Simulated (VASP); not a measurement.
# Si2C3 in VASP: a series of runs

Si2C3 is run at these levels: PBE; tasks: single point.

Program: VASP 6.6.1. These are calculated values, not measurements. Logs are shortened: lines on timing, memory, paths and dates and some standing lists are left out, and cuts for length are marked.

## (1) The cell of the first run

The typed cell holds 5 atoms: a = 3.482 Å, b = 3.482 Å, c = 5.198 Å, α = 90.00°, β = 90.00°, γ = 90.00°.

## (2) Single point, PBE

Input file INCAR:

```
ALGO = Normal
EDIFF = 1E-6
ENCUT = 600
GGA = PE
GGA_COMPAT = F
ISIF = 2
ISMEAR = 0
LASPH = T
LCHARG = T
LELF = T
LREAL = F
LVHAR = T
LWAVE = F
NBANDS = 18
NELM = 120
PREC = Accurate
SIGMA = 0.2
```

Input file KPOINTS:

```
k-points
0
Gamma
  4 4 3
```

Input file POSCAR:

```
Si2C3
1.0
    3.4822209814      0.0000000000      0.0000000000
    0.0000000000      3.4822209814      0.0000000000
    0.0000000000      0.0000000000      5.1976446729
Si C
2 3
Direct
    0.5000000000      0.0000000000      0.7886115293
    0.0000000000      0.5000000000      0.7886115293
    0.0000000000      0.0000000000      0.5433610775
    0.0000000000      0.0000000000      0.2886267683
    0.0000000000      0.0000000000      0.0339124656
```

Potentials or basis: VASP PAW PBE potentials, release 64 (Si, C).

On the command line:

```bash
cat potpaw_PBE.64/Si/POTCAR potpaw_PBE.64/C/POTCAR > POTCAR
mpirun -np 1 vasp_std > vasp.out
```

OUTCAR:

```text
EDIFF = 1E-6
   ENCUT = 600
   GGA = PE
   ISIF = 2
   ISMEAR = 0
   LASPH = T
   LREAL = F
   NELM = 120
   PREC = Accurate

 ion  position               nearest neighbor table
   1  0.500  0.000  0.789-   3 2.16   3 2.16   5 2.16   5 2.16   2 2.46   2 2.46   2 2.46   2 2.46

   2  0.000  0.500  0.789-   3 2.16   3 2.16   5 2.16   5 2.16   1 2.46   1 2.46   1 2.46   1 2.46

   3  0.000  0.000  0.543-   4 1.32   2 2.16   1 2.16   2 2.16   1 2.16
   4  0.000  0.000  0.289-   5 1.32   3 1.32
   5  0.000  0.000  0.034-   4 1.32   2 2.16   1 2.16   2 2.16   1 2.16

  LATTYP: Found a simple tetragonal cell.
 ALAT       =     3.4822209814
 C/A-ratio  =     1.4926234437

  Lattice vectors:

 A1 = (   3.4822209814,   0.0000000000,   0.0000000000)
 A2 = (   0.0000000000,   3.4822209814,   0.0000000000)
 A3 = (   0.0000000000,   0.0000000000,   5.1976446729)

Analysis of symmetry for initial positions (statically):
=====================================================================
 Subroutine PRICEL returns:
 Original cell was already a primitive cell.

 Routine SETGRP: Setting up the symmetry group for a
 simple tetragonal supercell.

 Subroutine GETGRP returns: Found  8 space group operations
 (whereof  8 operations were pure point group operations)
 out of a pool of 16 trial point group operations.

The static configuration has the point symmetry C_4v.

Analysis of symmetry for dynamics (positions and initial velocities):
=====================================================================
 Subroutine PRICEL returns:
 Original cell was already a primitive cell.

 Routine SETGRP: Setting up the symmetry group for a
 simple tetragonal supercell.

 Subroutine GETGRP returns: Found  8 space group operations
 (whereof  8 operations were pure point group operations)
 out of a pool of 16 trial point group operations.

The dynamic configuration has the point symmetry C_4v.

 Subroutine INISYM returns: Found  8 space group operations
 (whereof  8 operations are pure point group operations),
 and found     1 'primitive' translations

----------------------------------------------------------------------------------------

                                     Primitive cell

  volume of cell :      63.0259

  direct lattice vectors                    reciprocal lattice vectors
     3.482220981  0.000000000  0.000000000     0.287173044  0.000000000  0.000000000
     0.000000000  3.482220981  0.000000000     0.000000000  0.287173044  0.000000000
     0.000000000  0.000000000  5.197644673     0.000000000  0.000000000  0.192394837

  length of vectors
     3.482220981  3.482220981  5.197644673     0.287173044  0.287173044  0.192394837

  position of ions in fractional coordinates (direct lattice)
     0.500000000  0.000000000  0.788611529
     0.000000000  0.500000000  0.788611529
     0.000000000  0.000000000  0.543361078
     0.000000000  0.000000000  0.288626768
     0.000000000  0.000000000  0.033912466

  ion indices of the primitive-cell ions
   primitive index   ion index
                 1           1
                 2           2
                 3           3
                 4           4
                 5           5

----------------------------------------------------------------------------------------

 KPOINTS: k-points

Automatic generation of k-mesh.
 Grid dimensions read from file:
 generate k-points for:    4    4    3

 Generating k-lattice:

  Cartesian coordinates                     Fractional coordinates (reciprocal lattice)
     0.071793261  0.000000000  0.000000000     0.250000000  0.000000000  0.000000000
     0.000000000  0.071793261  0.000000000     0.000000000  0.250000000  0.000000000
     0.000000000  0.000000000  0.064131612     0.000000000  0.000000000  0.333333333

  Length of vectors
     0.071793261  0.071793261  0.064131612

  Shift w.r.t. Gamma in fractional coordinates (k-lattice)
     0.000000000  0.000000000  0.000000000

 Subroutine IBZKPT returns following result:
 ===========================================

 Found     12 irreducible k-points:

 Following reciprocal coordinates:
            Coordinates               Weight
  0.000000  0.000000  0.000000      1.000000
  0.250000  0.000000  0.000000      4.000000
  0.500000  0.000000  0.000000      2.000000
  0.250000  0.250000  0.000000      4.000000
  0.500000  0.250000  0.000000      4.000000
  0.500000  0.500000  0.000000      1.000000
  0.000000  0.000000  0.333333      2.000000
  0.250000  0.000000  0.333333      8.000000
  0.500000  0.000000  0.333333      4.000000
  0.250000  0.250000  0.333333      8.000000
  0.500000  0.250000  0.333333      8.000000
  0.500000  0.500000  0.333333      2.000000
   k-points           NKPTS =     12   k-points in BZ     NKDIM =     12   number of bands    NBANDS=     18
   number of dos      NEDOS =    301   number of ions     NIONS =      5
   total plane-waves  NPLWV =  32928
   dimension x,y,z NGX =    28 NGY =   28 NGZ =   42
   dimension x,y,z NGXF=    56 NGYF=   56 NGZF=   84
   ions per type =               2   3
   NGX,Y,Z   is equivalent  to a cutoff of  13.37, 13.37, 13.43 a.u.
   NGXF,Y,Z  is equivalent  to a cutoff of  26.74, 26.74, 26.87 a.u.
 SYSTEM =  unknown system
   PREC   = accura    normal or accurate (medium, high low for compatibility)
   ISTART =      0    job   : 0-new  1-cont  2-samecut
   ICHARG =      2    charge: 1-file 2-atom 10-const
   ISPIN  =      1    spin polarized calculation?
   LNONCOLLINEAR =      F non collinear calculations
   LSORBIT =      F    spin-orbit coupling
   LASPH  =      T    aspherical Exc in radial PAW
   ENCUT  =  600.0 eV  44.10 Ry    6.64 a.u.   6.95  6.95 10.38*2*pi/ulx,y,z
   NELM   =    120;   NELMIN=  2; NELMDL= -5     # of ELM steps
   EDIFF  = 0.1E-05   stopping-criterion for ELM
   LREAL  =      F    real-space projection
   EDIFFG = 0.1E-04   stopping-criterion for IOM
   NSW    =      0    number of steps for IOM
   IBRION =     -1    ionic relax: 0-MD 1-quasi-New 2-CG
   NFREE  =      0    steps in history (QN), initial steepest desc. (CG)
   ISIF   =      2    stress and relaxation
   ISYM   =      2    0-nonsym 1-usesym 2-fastsym
   POTIM  = 0.5000    time-step for ionic-motion
   TEBEG  =    0.0;   TEEND  =   0.0 temperature during run
   PSTRESS=    0.0 pullay stress
   NELECT =      20.0000    total number of electrons
   NUPDOWN=      -1.0000    fix difference up-down
   EMIN   =  10.00;   EMAX   =-10.00  energy-range for DOS
   EFERMI =   0.00;   METHOD = LEGACY
   ISMEAR =     0;   SIGMA  =   0.20  broadening in eV -4-tet -1-fermi 0-gaus
   EFERMI_NEDOS =   21; number of points for ismear=-14 and -15
   IALGO  =     38    algorithm
   IMIX   =      4    mixing-type and parameters
     AMIX     =   0.40;   BMIX     =  1.00
     AMIX_MAG =   1.60;   BMIX_MAG =  1.00
  volume/ion in A,a.u.               =      12.61        85.06
  Fermi-wavevector in a.u.,A,eV,Ry     =   1.116636  2.110137 16.964787  1.246877
  Thomas-Fermi vector in A             =   2.253252
   LORBIT       =      0    0 simple, 1 ext, 2 COOP (PROOUT), +10 PAW based schemes
   GGA     = PE    functional components
   LHFCALC =     F    Hartree Fock is set to
   AEXX    =    0.0000 exact exchange contribution
   IVDW    =     0    specifies the selected vdW correction
   LEPSILON=     F    determine dielectric tensor
   LRPA    =     F    only Hartree local field effects (RPA)
 non-spin polarized calculation
 Gauss-broadening in eV      SIGMA  =   0.20
  energy-cutoff  :      600.00
  volume of cell :       63.03
 maximum number of plane-waves:      2116
 NGX is ok and might be reduce to    28
   NGX = 13   NGY = 13   NGZ = 21

 number of electron      20.0000002 magnetization

 Free energy of the ion-electron system (eV)
  ---------------------------------------------------
  ext. energy  EPLUGINS =         0.00000000
  ---------------------------------------------------
  free energy    TOTEN  =       -33.74849940 eV

  energy without entropy =      -33.71599813  energy(sigma->0) =      -33.73224877

 E-fermi :   6.2094     XC(G=0):  -9.9366

 val. band max:        6.0167788076   @ k =   0.5000   0.2500   0.3333
 cond. band min:       6.2584303306   @ k =   0.5000   0.5000   0.3333
 fundamental gap:      0.2416515229
 Fermi energy:         6.2093619795

 k-point     1 :       0.0000    0.0000    0.0000
  band No.  band energies     occupation
      1     -10.8487      2.00000
      2      -7.2080      2.00000
      3      -6.9318      2.00000
      4       0.1201      2.00000
      5       0.1201      2.00000
      6       0.5951      2.00000
[... 10 lines left out ...]
     17      12.4389      0.00000
     18      13.2105      0.00000

 k-point     2 :       0.2500    0.0000    0.0000
  band No.  band energies     occupation
      1     -10.5267      2.00000
      2      -7.0326      2.00000
      3      -6.6018      2.00000
      4      -2.4621      2.00000
      5       0.4154      2.00000
      6       0.7181      2.00000
[... 10 lines left out ...]
     17      12.1769      0.00000
     18      13.8634      0.00000

 k-point     3 :       0.5000    0.0000    0.0000
  band No.  band energies     occupation
      1     -10.1458      2.00000
      2      -6.8397      2.00000
      3      -5.8620      2.00000
      4      -4.5761      2.00000
      5       0.7669      2.00000
      6       1.2022      2.00000
[... 10 lines left out ...]
     17      13.9402      0.00000
     18      14.9272      0.00000

 k-point     4 :       0.2500    0.2500    0.0000
  band No.  band energies     occupation
      1     -10.2383      2.00000
      2      -6.8684      2.00000
      3      -6.2495      2.00000
      4      -2.0569      2.00000
      5      -1.9252      2.00000
      6       0.8725      2.00000
[... 123 lines left out ...]
      4      -1.6799      2.00000
      5      -1.5927      2.00000
      6      -0.2175      2.00000
[... 10 lines left out ...]
     17      13.2790      0.00000
     18      13.7737      0.00000

 k-point    11 :       0.5000    0.2500    0.3333
  band No.  band energies     occupation
      1      -9.5789      2.00000
      2      -7.9851      2.00000
      3      -3.9403      2.00000
      4      -3.8122      2.00000
      5      -0.8883      2.00000
      6      -0.1390      2.00000
[... 10 lines left out ...]
     17      14.2208      0.00000
     18      14.8579      0.00000

 k-point    12 :       0.5000    0.5000    0.3333
  band No.  band energies     occupation
      1      -9.3715      2.00000
      2      -7.5675      2.00000
      3      -3.4323      2.00000
      4      -2.8570      2.00000
      5      -2.8570      2.00000
      6       0.1956      2.00000
[... 10 lines left out ...]
     17      15.5780      0.00000
     18      15.5780      0.00000

------------------------ aborting loop because EDIFF is reached ----------------------------------------

  FORCE on cell =-STRESS in cart. coord.  units (eV):
  Direction    XX          YY          ZZ          XY          YZ          ZX
  --------------------------------------------------------------------------------------
  -------------------------------------------------------------------------------------
  Total       -0.0932355     -0.0932355     -0.1717893      0.0000000     -0.0000000      0.0000000
  in kB       -2.3701331     -2.3701331     -4.3670420      0.0000000     -0.0000000      0.0000000
  external PRESSURE =      -3.0357694 kB  Pullay stress =       0.0000000 kB

 VOLUME and BASIS-vectors are now :
 -----------------------------------------------------------------------------
  energy-cutoff  :      600.00
  volume of cell :       63.03
      direct lattice vectors                 reciprocal lattice vectors
     3.482220981  0.000000000  0.000000000     0.287173044  0.000000000  0.000000000
     0.000000000  3.482220981  0.000000000     0.000000000  0.287173044  0.000000000
     0.000000000  0.000000000  5.197644673     0.000000000  0.000000000  0.192394837

 POSITION                                       TOTAL-FORCE (eV/Angst)
 -----------------------------------------------------------------------------------
      1.74111      0.00000      4.09892        -0.000000      0.000000      0.000892
      0.00000      1.74111      4.09892         0.000000      0.000000      0.000892
      0.00000      0.00000      2.82420         0.000000      0.000000      0.059612
      0.00000      0.00000      1.50018        -0.000000      0.000000      0.002791
      0.00000      0.00000      0.17626         0.000000      0.000000     -0.064188
 -----------------------------------------------------------------------------------
    total drift:                               -0.000000      0.000000     -0.000098

  FREE ENERGIE OF THE ION-ELECTRON SYSTEM (eV)
  ---------------------------------------------------
  free  energy   TOTEN  =       -33.7484994021 eV

  energy  without entropy=      -33.7159981326  energy(sigma->0) =      -33.73224877
```

It took 14 s on 1 thread of Intel Xeon Platinum 8375C at 2.90GHz (Ice Lake), shared host; peak memory 0.17 GiB.

What came out:

| Item | Value |
| --- | --- |
| Free energy | -33.7485 eV |
| Pressure | -0.3 GPa |
| Largest force | 0.064 eV/Å |
| Band gap on the k mesh | zero (band 10 reaches 6.85 eV, above the bottom of band 11 at 3.50 eV) |

Forces on the atoms (eV/Å):
```
Si   0.000  0.000  0.001
Si   0.000  0.000  0.001
C    0.000  0.000  0.060
C    0.000  0.000  0.003
C    0.000  0.000 -0.064
```

Levels at points of the mesh, in eV from the Fermi level:
| k point | band 6 | band 7 | band 8 | band 9 | band 10 | band 11 | band 12 | band 13 | band 14 | band 15 |
| --- | --- | --- | --- | --- | --- | --- | --- | --- | --- | --- |
| (0.00, 0.00, 0.00) | -5.61 | -3.27 | -1.74 | -1.74 | -0.99 | -0.75 | -0.75 | 3.74 | 3.90 | 4.11 |
| (0.50, 0.00, 0.00) | -5.01 | -4.90 | -3.84 | -1.40 | -0.64 | 0.38 | 0.42 | 2.32 | 4.71 | 5.93 |
| (0.50, 0.50, 0.00) | -5.94 | -4.36 | -4.36 | -4.22 | -2.71 | -2.71 | 3.59 | 6.81 | 6.85 | 7.15 |

Caveat: the k points lie up to 0.45 Å⁻¹ apart.

## (3) Single point, PBE

This run uses another cell than the first one, of 15.25 Å³/atom, 1.210 times its volume.

Input file INCAR:

```
SYSTEM = Si2C3
PREC = Accurate ; ENCUT = 600
EDIFF = 1E-6 ; ISMEAR = 0
SIGMA = 0.2 ; LREAL = .FALSE.
LASPH = .TRUE. ; NELM = 120
ALGO = Normal ; ISIF = 2
LWAVE = .FALSE. ; LCHARG = .FALSE.
GGA = PE ; NBANDS = 18
GGA_COMPAT = .FALSE.
```

Input file KPOINTS:

```
Automatic mesh
0
G
  5 5 3
  0 0 0
```

Input file POSCAR:

```
Si2C3
1.0
    3.5225234309      0.0000000000      0.0000000000
    0.0000000000      3.5225234309      0.0000000000
    0.0000000000      0.0000000000      6.1439997413
Si C
2 3
Direct
    0.5000000000      0.5000000000      0.5000000000
    0.0000000000      0.0000000000      0.5000000000
    0.0000000000      0.0000000000      0.0000000000
    0.0000000000      0.0000000000      0.7902176459
    0.0000000000      0.0000000000      0.2097823541
```

Potentials or basis: VASP PAW PBE potentials, release 64 (Si, C).

On the command line:

```bash
cat potpaw_PBE.64/Si/POTCAR potpaw_PBE.64/C/POTCAR > POTCAR
mpirun -np 1 vasp_std > vasp.out
```

Run time: 16 s. Hardware: 1 thread of Intel Xeon Platinum 8375C at 2.90GHz (Ice Lake), shared host; peak memory 0.19 GiB.

The run converged. Its results:

```
Free energy            : -32.4038 eV
Pressure               : -0.1 GPa
Largest force          : 0.046 eV/Å
Band gap on the k mesh : zero (band 10 reaches 4.90 eV, above the bottom of band 11 at 2.27 eV)
```

Forces in eV/Å, atoms in the order of the input:
```
Si   0.000  0.000  0.000
Si   0.000  0.000  0.000
C    0.000  0.000  0.000
C    0.000  0.000 -0.046
C    0.000  0.000  0.046
```

Stress tensor (GPa, compression positive):
```
 0.02  0.00  0.00
 0.00  0.02  0.00
 0.00  0.00 -0.33
```

Levels at points of the mesh, in eV from the Fermi level:
```tsv
k point	band 7	band 8	band 9	band 10	band 11	band 12	band 13	band 14
(0.00, 0.00, 0.00)	-3.89	-0.85	-0.85	-0.05	-0.05	1.36	2.15	2.82
```

(Continued in part 2 of 2.)
